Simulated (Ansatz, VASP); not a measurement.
# Sb in VASP and in Ansatz

```xyz
4
Lattice="3.1072 -4.3970 0.0000 3.1072 4.3970 0.0000 0.0000 0.0000 4.3983" Properties=species:S:1:pos:R:3 pbc="T T T"
Sb    3.1072    3.2977    1.0996
Sb    3.1072   -1.0992    1.0996
Sb    3.1072   -3.2977    3.2987
Sb    3.1072    1.0992    3.2987
```

Alike in both runs: functional PBE; k mesh 10 × 10 × 10; occupations gaussian, width 0.1 eV; no spin polarisation.

Ansatz relaxed the structure, and its values are those at the end. VASP's run is a single point on that final structure, the one shown.

|  | VASP | Ansatz |
| --- | --- | --- |
| version | VASP 6.6.1 | Ansatz 0.2.0 |
| potentials or method | VASP PAW PBE potentials, release 64 (Sb), cutoff 520 eV | scalar-relativistic, plane waves, PAW |
| valence electrons in the cell | 20 | 60 |

```csv
,VASP,Ansatz,Ansatz less VASP
gap on the k mesh at the Fermi level (eV),none,none,-
pressure (GPa),0.0,0.0,+0.03
```

A gap of «none» marks a metal or a gap that the smearing closes. The functional is the same, so the differences come from potentials, cutoffs and numerics. VASP's potentials hold 20 valence electrons a cell and Ansatz's 60, so a difference there can come from the potentials and not from the codes.

Neither program's run includes spin-orbit coupling.
